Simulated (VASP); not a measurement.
# MnH4 in VASP: notebook

Runs on MnH4. Level: PBE. Tasks: single point.

Program: VASP 6.6.1. These are calculated values, not measurements. Logs are shortened: lines on timing, memory, paths and dates and some standing lists are left out, and cuts for length are marked.

## (1) The cell of the first run

The cell holds a sheet with vacuum, 5 atoms: a = 3.354 Å, b = 3.354 Å, c = 23.800 Å, α = 90.00°, β = 90.00°, γ = 90.00°.

## (2) Single point, PBE, collinear spin, ferromagnetic start

Contents of INCAR:

```
SYSTEM = MnH4
PREC = Accurate
ENCUT = 520
EDIFF = 1E-6
ISMEAR = 0
SIGMA = 0.1
LREAL = .FALSE.
LASPH = .TRUE.
NELM = 150
ALGO = Normal
ISIF = 2
LWAVE = .FALSE.
LCHARG = .FALSE.
ISPIN = 2
MAGMOM = 2.47 0 0 0 0
LORBIT = 11
LMAXMIX = 4
LDIPOL = .TRUE.
IDIPOL = 3
DIPOL = 0.5 0.5 0.294
GGA = PE
NBANDS = 20
```

Contents of KPOINTS:

```
Automatic mesh
0
G
  6 6 1
  0 0 0
```

Contents of POSCAR:

```
MnH4
1.0
    3.3538122732      0.0000000000      0.0000000000
    0.0000000000      3.3538122732      0.0000000000
    0.0000000000      0.0000000000     23.8000000000
Mn H
1 4
Direct
    0.0000000000      0.0000000000      0.2941176471
    0.8436002962      0.5000000000      0.2941176471
    0.1563997038      0.5000000000      0.2941176471
    0.5000000000      0.1563997038      0.2941176471
    0.5000000000      0.8436002962      0.2941176471
```

Potentials or basis: VASP PAW PBE potentials, release 64 (Mn_pv, H).

Run with:

```console
$ cat potpaw_PBE.64/Mn_pv/POTCAR potpaw_PBE.64/H/POTCAR > POTCAR
$ mpirun -np 1 vasp_std > vasp.out
```

OUTCAR:

```text
SYSTEM = MnH4
   PREC = Accurate
   ENCUT = 520
   EDIFF = 1E-6
   ISMEAR = 0
   LREAL = .FALSE.
   LASPH = .TRUE.
   NELM = 150
   ISIF = 2
   ISPIN = 2
   LORBIT = 11
   GGA = PE

 ion  position               nearest neighbor table
   1  0.000  0.000  0.294-   2 1.76   3 1.76   4 1.76   5 1.76   2 1.76   3 1.76   4 1.76   5 1.76

   2  0.844  0.500  0.294-   1 1.76   1 1.76
   3  0.156  0.500  0.294-   1 1.76   1 1.76
   4  0.500  0.156  0.294-   1 1.76   1 1.76
   5  0.500  0.844  0.294-   1 1.76   1 1.76

  LATTYP: Found a simple tetragonal cell.
 ALAT       =     3.3538122732
 C/A-ratio  =     7.0964019633

  Lattice vectors:

 A1 = (   3.3538122732,   0.0000000000,   0.0000000000)
 A2 = (   0.0000000000,   3.3538122732,   0.0000000000)
 A3 = (   0.0000000000,   0.0000000000,  23.8000000000)

Analysis of symmetry for initial positions (statically):
=====================================================================
 Subroutine PRICEL returns:
 Original cell was already a primitive cell.

 Routine SETGRP: Setting up the symmetry group for a
 simple tetragonal supercell.

 Subroutine GETGRP returns: Found 16 space group operations
 (whereof  8 operations were pure point group operations)
 out of a pool of 16 trial point group operations.

The static configuration has the point symmetry C_4v.
 The point group associated with its full space group is D_4h.

Analysis of symmetry for dynamics (positions and initial velocities):
=====================================================================
 Subroutine PRICEL returns:
 Original cell was already a primitive cell.

 Routine SETGRP: Setting up the symmetry group for a
 simple tetragonal supercell.

 Subroutine GETGRP returns: Found 16 space group operations
 (whereof  8 operations were pure point group operations)
 out of a pool of 16 trial point group operations.

The dynamic configuration has the point symmetry C_4v.
 The point group associated with its full space group is D_4h.

Analysis of structural, dynamic, and magnetic symmetry:
=====================================================================
 Subroutine PRICEL returns:
 Original cell was already a primitive cell.

 Routine SETGRP: Setting up the symmetry group for a
 simple tetragonal supercell.

 Subroutine GETGRP returns: Found 16 space group operations
 (whereof  8 operations were pure point group operations)
 out of a pool of 16 trial point group operations.

The overall configuration has the point symmetry C_4v.
 The point group associated with its full space group is D_4h.

 Subroutine INISYM returns: Found 16 space group operations
 (whereof  8 operations are pure point group operations),
 and found     1 'primitive' translations

----------------------------------------------------------------------------------------

                                     Primitive cell

  volume of cell :     267.7038

  direct lattice vectors                    reciprocal lattice vectors
     3.353812273  0.000000000  0.000000000     0.298168150  0.000000000  0.000000000
     0.000000000  3.353812273  0.000000000     0.000000000  0.298168150  0.000000000
     0.000000000  0.000000000 23.800000000     0.000000000  0.000000000  0.042016807

  length of vectors
     3.353812273  3.353812273 23.800000000     0.298168150  0.298168150  0.042016807

  position of ions in fractional coordinates (direct lattice)
     0.000000000  0.000000000  0.294117647
     0.843600296  0.500000000  0.294117647
     0.156399704  0.500000000  0.294117647
     0.500000000  0.156399704  0.294117647
     0.500000000  0.843600296  0.294117647

  ion indices of the primitive-cell ions
   primitive index   ion index
                 1           1
                 2           2
                 3           3
                 4           4
                 5           5

----------------------------------------------------------------------------------------

 KPOINTS: Automatic mesh

Automatic generation of k-mesh.
 Grid dimensions read from file:
 generate k-points for:    6    6    1

 Generating k-lattice:

  Cartesian coordinates                     Fractional coordinates (reciprocal lattice)
     0.049694692  0.000000000  0.000000000     0.166666667  0.000000000  0.000000000
     0.000000000  0.049694692  0.000000000     0.000000000  0.166666667  0.000000000
     0.000000000  0.000000000  0.042016807     0.000000000  0.000000000  1.000000000

  Length of vectors
     0.049694692  0.049694692  0.042016807

  Shift w.r.t. Gamma in fractional coordinates (k-lattice)
     0.000000000  0.000000000  0.000000000

 Subroutine IBZKPT returns following result:
 ===========================================

 Found     10 irreducible k-points:

 Following reciprocal coordinates:
            Coordinates               Weight
  0.000000  0.000000  0.000000      1.000000
  0.166667  0.000000  0.000000      4.000000
  0.333333  0.000000  0.000000      4.000000
  0.500000  0.000000  0.000000      2.000000
  0.166667  0.166667  0.000000      4.000000
  0.333333  0.166667  0.000000      8.000000
  0.500000  0.166667  0.000000      4.000000
  0.333333  0.333333  0.000000      4.000000
  0.500000  0.333333  0.000000      4.000000
  0.500000  0.500000  0.000000      1.000000
   k-points           NKPTS =     10   k-points in BZ     NKDIM =     10   number of bands    NBANDS=     20
   number of dos      NEDOS =    301   number of ions     NIONS =      5
   total plane-waves  NPLWV = 141120
   dimension x,y,z NGX =    28 NGY =   28 NGZ =  180
   dimension x,y,z NGXF=    56 NGYF=   56 NGZF=  360
   ions per type =               1   4
   NGX,Y,Z   is equivalent  to a cutoff of  13.88, 13.88, 12.57 a.u.
   NGXF,Y,Z  is equivalent  to a cutoff of  27.76, 27.76, 25.15 a.u.
 SYSTEM =  MnH4
   PREC   = accura    normal or accurate (medium, high low for compatibility)
   ISTART =      0    job   : 0-new  1-cont  2-samecut
   ICHARG =      2    charge: 1-file 2-atom 10-const
   ISPIN  =      2    spin polarized calculation?
   LNONCOLLINEAR =      F non collinear calculations
   LSORBIT =      F    spin-orbit coupling
   LASPH  =      T    aspherical Exc in radial PAW
   ENCUT  =  520.0 eV  38.22 Ry    6.18 a.u.   6.24  6.24 44.25*2*pi/ulx,y,z
   NELM   =    150;   NELMIN=  2; NELMDL= -5     # of ELM steps
   EDIFF  = 0.1E-05   stopping-criterion for ELM
   LREAL  =      F    real-space projection
   EDIFFG = 0.1E-04   stopping-criterion for IOM
   NSW    =      0    number of steps for IOM
   IBRION =     -1    ionic relax: 0-MD 1-quasi-New 2-CG
   NFREE  =      0    steps in history (QN), initial steepest desc. (CG)
   ISIF   =      2    stress and relaxation
   ISYM   =      2    0-nonsym 1-usesym 2-fastsym
   POTIM  = 0.5000    time-step for ionic-motion
   TEBEG  =    0.0;   TEEND  =   0.0 temperature during run
   PSTRESS=    0.0 pullay stress
   NELECT =      17.0000    total number of electrons
   NUPDOWN=      -1.0000    fix difference up-down
   EMIN   =  10.00;   EMAX   =-10.00  energy-range for DOS
   EFERMI =   0.00;   METHOD = LEGACY
   ISMEAR =     0;   SIGMA  =   0.10  broadening in eV -4-tet -1-fermi 0-gaus
   EFERMI_NEDOS =   21; number of points for ismear=-14 and -15
   IALGO  =     38    algorithm
   IMIX   =      4    mixing-type and parameters
     AMIX     =   0.40;   BMIX     =  1.00
     AMIX_MAG =   1.60;   BMIX_MAG =  1.00
  volume/ion in A,a.u.               =      53.54       361.31
  Fermi-wavevector in a.u.,A,eV,Ry     =   0.653140  1.234256  5.804136  0.426592
  Thomas-Fermi vector in A             =   1.723285
   LORBIT       =     11    0 simple, 1 ext, 2 COOP (PROOUT), +10 PAW based schemes
   GGA     = PE    functional components
   LHFCALC =     F    Hartree Fock is set to
   AEXX    =    0.0000 exact exchange contribution
   IVDW    =     0    specifies the selected vdW correction
   LEPSILON=     F    determine dielectric tensor
   LRPA    =     F    only Hartree local field effects (RPA)
 spin polarized calculation
 Gauss-broadening in eV      SIGMA  =   0.10
  energy-cutoff  :      520.00
  volume of cell :      267.70
 maximum number of plane-waves:      7228
 NGX is ok and might be reduce to    28
   NGX = 13   NGY = 13   NGZ = 89

 dipolmoment           0.000000      0.000000     -0.000014 electrons x Angstroem

 number of electron      16.9999993 magnetization       2.5555447

 dipolmoment           0.000000      0.000000      0.000002 electrons x Angstroem

 Free energy of the ion-electron system (eV)
  ---------------------------------------------------
  ext. energy  EPLUGINS =         0.00000000
  ---------------------------------------------------
  free energy    TOTEN  =       -19.00117524 eV

  energy without entropy =      -18.99791603  energy(sigma->0) =      -18.99954563

 E-fermi :  -2.5563     XC(G=0):  -1.8291

 val. band max:       -2.6206333312   @ k =   0.0000   0.0000   0.0000
 cond. band min:      -2.2935468593   @ k =   0.0000   0.0000   0.0000
 fundamental gap:      0.3270864719
 Fermi energy:        -2.5562818426

 spin component 1

 k-point     1 :       0.0000    0.0000    0.0000
  band No.  band energies     occupation
      1     -51.8651      1.00000
      2     -51.8651      1.00000
      3     -51.6290      1.00000
      4     -15.2359      1.00000
      5     -10.5900      1.00000
      6      -4.7097      1.00000
[... 12 lines left out ...]
     19       3.6037      0.00000
     20       3.6385      0.00000

 k-point     2 :       0.1667    0.0000    0.0000
  band No.  band energies     occupation
      1     -51.8727      1.00000
      2     -51.8645      1.00000
      3     -51.6287      1.00000
      4     -14.8728      1.00000
      5     -10.6819      1.00000
      6      -4.8617      1.00000
[... 176 lines left out ...]
 k-point    10 :       0.5000    0.5000    0.0000
  band No.  band energies     occupation
      1     -51.8928      1.00000
      2     -51.8928      1.00000
      3     -51.6262      1.00000
      4     -10.7661      1.00000
      5     -10.7661      1.00000
      6      -9.0365      1.00000
[... 12 lines left out ...]
     19       6.8699      0.00000
     20       7.0742      0.00000
 Fermi energy:        -2.5562818426

 spin component 2

 k-point     1 :       0.0000    0.0000    0.0000
  band No.  band energies     occupation
      1     -49.3927      1.00000
      2     -49.3927      1.00000
      3     -48.6866      1.00000
      4     -15.1373      1.00000
      5      -9.8813      1.00000
      6      -2.8344      0.99996
[... 12 lines left out ...]
     19       3.6499      0.00000
     20       3.7602      0.00000

 k-point     2 :       0.1667    0.0000    0.0000
  band No.  band energies     occupation
      1     -49.4018      1.00000
      2     -49.3921      1.00000
      3     -48.6862      1.00000
      4     -14.7774      1.00000
      5     -10.0881      1.00000
      6      -3.6213      1.00000
[... 176 lines left out ...]
 k-point    10 :       0.5000    0.5000    0.0000
  band No.  band energies     occupation
      1     -49.4256      1.00000
      2     -49.4256      1.00000
      3     -48.6832      1.00000
      4     -10.7525      1.00000
      5     -10.7525      1.00000
      6      -8.7675      1.00000
[... 12 lines left out ...]
     19       6.7227      0.00000
     20       7.2425      0.00000

------------------------ aborting loop because EDIFF is reached ----------------------------------------

 vacuum level on the upper side and lower side of the slab       (xc-potential included)         0.000         0.000

  FORCE on cell =-STRESS in cart. coord.  units (eV):
  Direction    XX          YY          ZZ          XY          YZ          ZX
  --------------------------------------------------------------------------------------
  -------------------------------------------------------------------------------------
  Total        0.0877502      0.0877502     -0.0523499      0.0000000     -0.0000000      0.0000000
  in kB        0.5251751      0.5251751     -0.3133085      0.0000000     -0.0000000      0.0000000
  external PRESSURE =       0.2456806 kB  Pullay stress =       0.0000000 kB

 VOLUME and BASIS-vectors are now :
 -----------------------------------------------------------------------------
  energy-cutoff  :      520.00
  volume of cell :      267.70
      direct lattice vectors                 reciprocal lattice vectors
     3.353812273  0.000000000  0.000000000     0.298168150  0.000000000  0.000000000
     0.000000000  3.353812273  0.000000000     0.000000000  0.298168150  0.000000000
     0.000000000  0.000000000 23.800000000     0.000000000  0.000000000  0.042016807

 POSITION                                       TOTAL-FORCE (eV/Angst)
 -----------------------------------------------------------------------------------
      0.00000      0.00000      7.00000         0.000000     -0.000000     -0.000000
      2.82928      1.67691      7.00000        -0.020778     -0.000000      0.000000
      0.52454      1.67691      7.00000         0.020778     -0.000000      0.000000
      1.67691      0.52454      7.00000         0.000000      0.020778      0.000000
      1.67691      2.82928      7.00000         0.000000     -0.020778      0.000000
 -----------------------------------------------------------------------------------
    total drift:                               -0.000000      0.000000      0.000225

  FREE ENERGIE OF THE ION-ELECTRON SYSTEM (eV)
  ---------------------------------------------------
  free  energy   TOTEN  =       -19.0011752376 eV

  energy  without entropy=      -18.9979160290  energy(sigma->0) =      -18.99954563

 vacuum level on the upper side and lower side of the slab         0.963         0.964

 total charge

# of ion       s       p       d       tot
------------------------------------------
    1        0.245   6.215   5.399  11.859
    2        0.515   0.033   0.000   0.548
    3        0.515   0.033   0.000   0.548
    4        0.515   0.033   0.000   0.548
    5        0.515   0.033   0.000   0.548
--------------------------------------------------
tot          2.307   6.346   5.399  14.052

 magnetization (x)

# of ion       s       p       d       tot
------------------------------------------
    1        0.057   0.014   2.478   2.549
    2       -0.015   0.002   0.000  -0.013
    3       -0.015   0.002   0.000  -0.013
    4       -0.015   0.002   0.000  -0.013
    5       -0.015   0.002   0.000  -0.013
--------------------------------------------------
tot         -0.003   0.021   2.478   2.496
```

Wall time 2.1 min (1 thread of Intel Xeon Platinum 8488C (Sapphire Rapids), shared host); peak memory 0.49 GiB.

Results:

```yaml
Free_energy: -19.0012 eV
Largest_force: 0.021 eV/Å
Net_moment: 2.56 μB per cell
Site_moments: Mn +2.55; H -0.01 μB
Valence_electrons_inside_the_program's_atomic_spheres: Mn 11.86; H 0.55
```

Forces on the atoms (eV/Å):
```
Mn   0.000  0.000  0.000
H   -0.021  0.000  0.000
H    0.021  0.000  0.000
H    0.000  0.021  0.000
H    0.000 -0.021  0.000
```

Levels at points of the mesh, in eV from the Fermi level:
Spin up:
| k point | band 8 | band 9 | band 10 | band 11 | band 12 | band 13 |
| --- | --- | --- | --- | --- | --- | --- |
| (0.00, 0.00, 0.00) | -1.57 | -1.57 | -0.32 | 1.83 | 1.83 | 2.79 |
| (0.50, 0.00, 0.00) | -2.10 | -1.51 | -1.44 | 2.61 | 2.94 | 4.80 |
| (0.50, 0.50, 0.00) | -2.16 | -2.13 | -1.98 | 1.36 | 2.02 | 5.72 |
Spin down:
```
           k point  band 5  band 6  band 7  band 8  band 9  band 10
(0.00, 0.00, 0.00)   -7.33   -0.28   -0.06    0.26    0.58     0.58
(0.50, 0.00, 0.00)   -9.78   -2.23   -0.72    0.67    0.76     1.01
(0.50, 0.50, 0.00)   -8.20   -6.21   -0.29   -0.29    0.67     1.05
```

(Continued in part 2 of 2.)
